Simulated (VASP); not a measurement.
Here is a VASP 6.6.1 calculation.

File INCAR:

```
ALGO = Normal
EDIFF = 1E-7
ENCUT = 520
GGA = PS
ISIF = 2
ISMEAR = 0
LASPH = True
LCHARG = True
LELF = True
LREAL = False
LVHAR = True
LWAVE = False
NBANDS = 13
NELM = 80
PREC = Accurate
SIGMA = 0.15
```

The input KPOINTS:

```
k-points
0
Gamma
  16 16 16
```

Contents of POSCAR:

```
AlCo
1.0
    2.8194032100      0.0000000000      0.0000000000
    0.0000000000      2.8194032100      0.0000000000
    0.0000000000      0.0000000000      2.8194032100
Al Co
1 1
Direct
    0.0000000000      0.0000000000      0.0000000000
    0.5399020614      0.5000000000      0.5000000000
```

Potentials or basis: VASP PAW PBE potentials, release 64 (Al, Co).

Launch:

```console
$ cat potpaw_PBE.64/Al/POTCAR potpaw_PBE.64/Co/POTCAR > POTCAR
$ mpirun -np 1 vasp_std > vasp.out
```

Problem. What does it give for the band gap on the k mesh?

Solution. Zero (bands 6 and 7 overlap by 2.61 eV).

Problem. Estimate the pressure.

Solution. 1.8 GPa.

Forces in eV/Å, atoms in the order of the input:
```
Al   0.901  0.000  0.000
Co  -0.901  0.000  0.000
```

Caveat: the cell differs from its parent crystal (all Co atoms moved +0.113 Å, as atom 2 along Cartesian [1 0 0]); the PAW data sets were made with another functional, which shifts forces and pressure a little; the run has no spin polarisation, though such a crystal can be magnetic. Spin polarisation is off, so any magnetic state and its effect on volume and gap are missing.
